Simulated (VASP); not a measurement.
# Se (P6_3/mmc) in VASP: single point with r2SCAN

Aim: the single point of Se with r2SCAN.

Program: VASP 6.6.1. These are calculated values, not measurements. Logs are shortened: lines on timing, memory, paths and dates and some standing lists are left out, and cuts for length are marked.

### 1 The cell of the first run

It takes space group P6_3/mmc (No. 194, hexagonal). Conventional cell: a = 4.593 Å, b = 4.593 Å, c = 5.547 Å, α = 90.00°, β = 90.00°, γ = 120.00°. Within 3.5 Å of Se (site symmetry -6m2) lie 5 Se at 2.65 to 2.77 Å. Within 3.5 Å of Se (site symmetry -6m2) lie 3 Se at 2.65 Å.

This isn't the form of Se at room conditions, which is trigonal, of chains.

### 2 Single point, r2SCAN

POSCAR

```
Se
1.0
    4.5932586712      0.0000000000      0.0000000000
   -2.2966293356      3.9778786954      0.0000000000
    0.0000000000      0.0000000000      5.5468253492
Se
4
Direct
    0.0000000000      0.0000000000      0.2500000000
    0.0000000000      0.0000000000      0.7500000000
    0.3333333333      0.6666666667      0.7500000000
    0.6666666667      0.3333333333      0.2500000000
```

INCAR.step1

```
ALGO     = Normal         # electronic algorithm
EDIFF    = 1E-4           # SCF threshold, eV
ENCUT    = 520            # plane-wave cutoff, eV
GGA      = PE             # functional
ISMEAR   = 0              # smearing method
LASPH    = T              # aspherical terms in the spheres
LCHARG   = F              # write CHGCAR
LREAL    = F              # projectors in reciprocal space
LWAVE    = T              # write WAVECAR
NBANDS   = 20             # bands
NELM     = 60             # most SCF steps
PREC     = Accurate       # precision mode
SIGMA    = 0.1            # smearing width, eV
```

INCAR.step2

```
ALGO     = Normal         # electronic algorithm
EDIFF    = 1E-6           # SCF threshold, eV
ENCUT    = 520            # plane-wave cutoff, eV
ISIF     = 2              # what is computed and relaxed
ISMEAR   = 0              # smearing method
ISTART   = 1            
LASPH    = T              # aspherical terms in the spheres
LCHARG   = T              # write CHGCAR
LELF     = T              # ELF
LMIXTAU  = T            
LREAL    = F              # projectors in reciprocal space
LVHAR    = T            
LWAVE    = F              # write WAVECAR
METAGGA  = R2SCAN         # meta-GGA
NBANDS   = 20             # bands
NELM     = 60             # most SCF steps
PREC     = Accurate       # precision mode
SIGMA    = 0.1            # smearing width, eV
```

KPOINTS

```
k-points
0
Gamma
  12 12 10
```

Potentials or basis: VASP PAW PBE potentials, release 64 (Se).

Started as:

```bash
$ cat potpaw_PBE.64/Se/POTCAR > POTCAR
$ cp INCAR.step1 INCAR
$ mpirun -np 1 vasp_std > vasp.out
$ cp INCAR.step2 INCAR
$ mpirun -np 1 vasp_std > vasp.out
```

OUTCAR:

```text
EDIFF = 1E-6
   ENCUT = 520
   ISIF = 2
   ISMEAR = 0
   ISTART = 1
   LASPH = T
   LREAL = F
   METAGGA = R2SCAN
   NELM = 60
   PREC = Accurate

 ion  position               nearest neighbor table
   1  0.000  0.000  0.250-   4 2.65   4 2.65   4 2.65   2 2.77   2 2.77
   2  0.000  0.000  0.750-   3 2.65   3 2.65   3 2.65   1 2.77   1 2.77
   3  0.333  0.667  0.750-   2 2.65   2 2.65   2 2.65
   4  0.667  0.333  0.250-   1 2.65   1 2.65   1 2.65

  LATTYP: Found a hexagonal cell.
 ALAT       =     4.5932586712
 C/A-ratio  =     1.2076013450

  Lattice vectors:

 A1 = (   4.5932586712,   0.0000000000,   0.0000000000)
 A2 = (  -2.2966293356,   3.9778786954,   0.0000000000)
 A3 = (   0.0000000000,   0.0000000000,   5.5468253492)

Analysis of symmetry for initial positions (statically):
=====================================================================
 Subroutine PRICEL returns:
 Original cell was already a primitive cell.

 Routine SETGRP: Setting up the symmetry group for a
 hexagonal supercell.

 Subroutine GETGRP returns: Found 24 space group operations
 (whereof 12 operations were pure point group operations)
 out of a pool of 24 trial point group operations.

The static configuration has the point symmetry D_3d.
 The point group associated with its full space group is D_6h.

Analysis of symmetry for dynamics (positions and initial velocities):
=====================================================================
 Subroutine PRICEL returns:
 Original cell was already a primitive cell.

 Routine SETGRP: Setting up the symmetry group for a
 hexagonal supercell.

 Subroutine GETGRP returns: Found 24 space group operations
 (whereof 12 operations were pure point group operations)
 out of a pool of 24 trial point group operations.

The dynamic configuration has the point symmetry D_3d.
 The point group associated with its full space group is D_6h.

 Subroutine INISYM returns: Found 24 space group operations
 (whereof 12 operations are pure point group operations),
 and found     1 'primitive' translations

----------------------------------------------------------------------------------------

                                     Primitive cell

  volume of cell :     101.3484

  direct lattice vectors                    reciprocal lattice vectors
     4.593258671  0.000000000  0.000000000     0.217710360  0.125695135  0.000000000
    -2.296629336  3.977878695  0.000000000     0.000000000  0.251390270  0.000000000
     0.000000000  0.000000000  5.546825349     0.000000000  0.000000000  0.180283304

  length of vectors
     4.593258671  4.593258671  5.546825349     0.251390270  0.251390270  0.180283304

  position of ions in fractional coordinates (direct lattice)
     0.000000000  0.000000000  0.250000000
     0.000000000  0.000000000  0.750000000
     0.333333333  0.666666667  0.750000000
     0.666666667  0.333333333  0.250000000

  ion indices of the primitive-cell ions
   primitive index   ion index
                 1           1
                 2           2
                 3           3
                 4           4

----------------------------------------------------------------------------------------

 KPOINTS: k-points

Automatic generation of k-mesh.
 Grid dimensions read from file:
 generate k-points for:   12   12   10

 Generating k-lattice:

  Cartesian coordinates                     Fractional coordinates (reciprocal lattice)
     0.018142530  0.010474595  0.000000000     0.083333333  0.000000000  0.000000000
     0.000000000  0.020949189  0.000000000     0.000000000  0.083333333  0.000000000
     0.000000000  0.000000000  0.018028330     0.000000000  0.000000000  0.100000000

  Length of vectors
     0.020949189  0.020949189  0.018028330

  Shift w.r.t. Gamma in fractional coordinates (k-lattice)
     0.000000000  0.000000000  0.000000000

 Subroutine IBZKPT returns following result:
 ===========================================

 Found    114 irreducible k-points:

 Following reciprocal coordinates:
            Coordinates               Weight
  0.000000  0.000000  0.000000      1.000000
  0.083333 -0.000000  0.000000      6.000000
  0.166667 -0.000000  0.000000      6.000000
  0.250000 -0.000000  0.000000      6.000000
  0.333333 -0.000000  0.000000      6.000000
  0.416667 -0.000000  0.000000      6.000000
[... 16 lines left out ...]
  0.250000 -0.000000  0.100000     12.000000
  0.333333 -0.000000  0.100000     12.000000
 [... further k-points ...]
   k-points           NKPTS =    114   k-points in BZ     NKDIM =    114   number of bands    NBANDS=     20
   number of dos      NEDOS =    301   number of ions     NIONS =      4
   total plane-waves  NPLWV =  54432
   dimension x,y,z NGX =    36 NGY =   36 NGZ =   42
   dimension x,y,z NGXF=    72 NGYF=   72 NGZF=   84
   ions per type =               4
   NGX,Y,Z   is equivalent  to a cutoff of  13.03, 13.03, 12.59 a.u.
   NGXF,Y,Z  is equivalent  to a cutoff of  26.06, 26.06, 25.18 a.u.
 SYSTEM =  unknown system
   PREC   = accura    normal or accurate (medium, high low for compatibility)
   ISTART =      1    job   : 0-new  1-cont  2-samecut
   ICHARG =      0    charge: 1-file 2-atom 10-const
   ISPIN  =      1    spin polarized calculation?
   LNONCOLLINEAR =      F non collinear calculations
   LSORBIT =      F    spin-orbit coupling
   LASPH  =      T    aspherical Exc in radial PAW
   ENCUT  =  520.0 eV  38.22 Ry    6.18 a.u.   8.54  8.54 10.31*2*pi/ulx,y,z
   NELM   =     60;   NELMIN=  2; NELMDL=  0     # of ELM steps
   EDIFF  = 0.1E-05   stopping-criterion for ELM
   LREAL  =      F    real-space projection
   EDIFFG = 0.1E-04   stopping-criterion for IOM
   NSW    =      0    number of steps for IOM
   IBRION =     -1    ionic relax: 0-MD 1-quasi-New 2-CG
   NFREE  =      0    steps in history (QN), initial steepest desc. (CG)
   ISIF   =      2    stress and relaxation
   ISYM   =      2    0-nonsym 1-usesym 2-fastsym
   POTIM  = 0.5000    time-step for ionic-motion
   TEBEG  =    0.0;   TEEND  =   0.0 temperature during run
   PSTRESS=    0.0 pullay stress
   NELECT =      24.0000    total number of electrons
   NUPDOWN=      -1.0000    fix difference up-down
   EMIN   =  10.00;   EMAX   =-10.00  energy-range for DOS
   EFERMI =   0.00;   METHOD = LEGACY
   ISMEAR =     0;   SIGMA  =   0.10  broadening in eV -4-tet -1-fermi 0-gaus
   EFERMI_NEDOS =   21; number of points for ismear=-14 and -15
   IALGO  =     38    algorithm
   IMIX   =      4    mixing-type and parameters
     AMIX     =   0.40;   BMIX     =  1.00
     AMIX_MAG =   1.60;   BMIX_MAG =  1.00
  volume/ion in A,a.u.               =      25.34       170.98
  Fermi-wavevector in a.u.,A,eV,Ry     =   1.012837  1.913985 13.957387  1.025839
  Thomas-Fermi vector in A             =   2.145970
   LORBIT       =      0    0 simple, 1 ext, 2 COOP (PROOUT), +10 PAW based schemes
   METAGGA = R2SCAN    functional components
   LHFCALC =     F    Hartree Fock is set to
   AEXX    =    0.0000 exact exchange contribution
   IVDW    =     0    specifies the selected vdW correction
   LEPSILON=     F    determine dielectric tensor
   LRPA    =     F    only Hartree local field effects (RPA)
 non-spin polarized calculation
 Gauss-broadening in eV      SIGMA  =   0.10
  energy-cutoff  :      520.00
  volume of cell :      101.35
 maximum number of plane-waves:      2775
 NGX is ok and might be reduce to    36
   NGX = 17   NGY = 17   NGZ = 21

 number of electron      23.9999999 magnetization

 Free energy of the ion-electron system (eV)
  ---------------------------------------------------
  ext. energy  EPLUGINS =         0.00000000
  ---------------------------------------------------
  free energy    TOTEN  =       -55.11572658 eV

  energy without entropy =      -55.09718927  energy(sigma->0) =      -55.10645793

 E-fermi :   3.4168     XC(G=0):  -9.7574

 val. band max:        3.4154563314   @ k =   0.2500   0.1667   0.2000
 cond. band min:       3.4171263545   @ k =   0.2500   0.2500   0.2000
 fundamental gap:      0.0016700231
 Fermi energy:         3.4168380907

 k-point     1 :       0.0000    0.0000    0.0000
  band No.  band energies     occupation
      1     -13.2887      2.00000
      2     -11.4732      2.00000
      3      -8.0906      2.00000
      4      -6.9133      2.00000
      5      -3.3826      2.00000
      6      -1.9479      2.00000
[... 12 lines left out ...]
     19      10.3009      0.00000
     20      10.3009      0.00000

 k-point     2 :       0.0833   -0.0000    0.0000
  band No.  band energies     occupation
      1     -13.2430      2.00000
      2     -11.4318      2.00000
      3      -8.2302      2.00000
      4      -7.0643      2.00000
      5      -3.3447      2.00000
      6      -2.0465      2.00000
[... 12 lines left out ...]
     19      10.0975      0.00000
     20      10.2517      0.00000

 k-point     3 :       0.1667   -0.0000    0.0000
  band No.  band energies     occupation
      1     -13.1087      2.00000
      2     -11.3104      2.00000
      3      -8.5971      2.00000
      4      -7.4610      2.00000
      5      -3.2360      2.00000
      6      -2.2702      2.00000
[... 12 lines left out ...]
     19      10.3197      0.00000
     20      10.3974      0.00000

 k-point     4 :       0.2500   -0.0000    0.0000
  band No.  band energies     occupation
      1     -12.8961      2.00000
      2     -11.1211      2.00000
      3      -9.0778      2.00000
      4      -7.9885      2.00000
      5      -3.0724      2.00000
      6      -2.5139      2.00000
[... 429 lines left out ...]
 k-point    23 :       0.2500   -0.0000    0.1000
  band No.  band energies     occupation
      1     -12.8618      2.00000
      2     -11.1766      2.00000
      3      -9.0610      2.00000
      4      -8.0414      2.00000
      5      -2.8940      2.00000
      6      -2.4842      2.00000
[... 12 lines left out ...]
     19      10.9197      0.00000
     20      11.3030      0.00000

 k-point    24 :       0.3333   -0.0000    0.1000
  band No.  band energies     occupation
      1     -12.5952      2.00000
      2     -10.9493      2.00000
      3      -9.5262      2.00000
      4      -8.5998      2.00000
      5      -2.7064      2.00000
      6      -2.6855      2.00000
[... 12 lines left out ...]
     19      11.0487      0.00000
     20      11.4806      0.00000

 [... further k-points ...]

------------------------ aborting loop because EDIFF is reached ----------------------------------------

  FORCE on cell =-STRESS in cart. coord.  units (eV):
  Direction    XX          YY          ZZ          XY          YZ          ZX
  --------------------------------------------------------------------------------------
  -------------------------------------------------------------------------------------
  Total       -0.0399611     -0.0399611     -0.0331549     -0.0000000      0.0000000      0.0000000
  in kB       -0.6317292     -0.6317292     -0.5241326     -0.0000000      0.0000000      0.0000000
  external PRESSURE =      -0.5958637 kB  Pullay stress =       0.0000000 kB

 VOLUME and BASIS-vectors are now :
 -----------------------------------------------------------------------------
  energy-cutoff  :      520.00
  volume of cell :      101.35
      direct lattice vectors                 reciprocal lattice vectors
     4.593258671  0.000000000  0.000000000     0.217710360  0.125695135  0.000000000
    -2.296629336  3.977878695  0.000000000     0.000000000  0.251390270  0.000000000
     0.000000000  0.000000000  5.546825349     0.000000000  0.000000000  0.180283304

 POSITION                                       TOTAL-FORCE (eV/Angst)
 -----------------------------------------------------------------------------------
      0.00000      0.00000      1.38671        -0.000000      0.000000      0.000000
      0.00000      0.00000      4.16012        -0.000000     -0.000000      0.000000
     -0.00000      2.65192      4.16012        -0.000000      0.000000      0.000000
      2.29663      1.32596      1.38671         0.000000      0.000000     -0.000000
 -----------------------------------------------------------------------------------
    total drift:                               -0.000000      0.000000     -0.000000

  FREE ENERGIE OF THE ION-ELECTRON SYSTEM (eV)
  ---------------------------------------------------
  free  energy   TOTEN  =       -55.1157265839 eV

  energy  without entropy=      -55.0971892677  energy(sigma->0) =      -55.10645793
```

It took 23 min on 1 thread of Oxide Virtual Turin-like, shared host; peak memory 0.31 GiB.

What came out:

```
Free energy            : -55.1157 eV
Pressure               : -0.1 GPa
Band gap on the k mesh : zero (bands 12 and 13 overlap by 2.01 eV)
```

Caveat: the PAW data sets were made with another functional, which shifts forces and pressure a little.
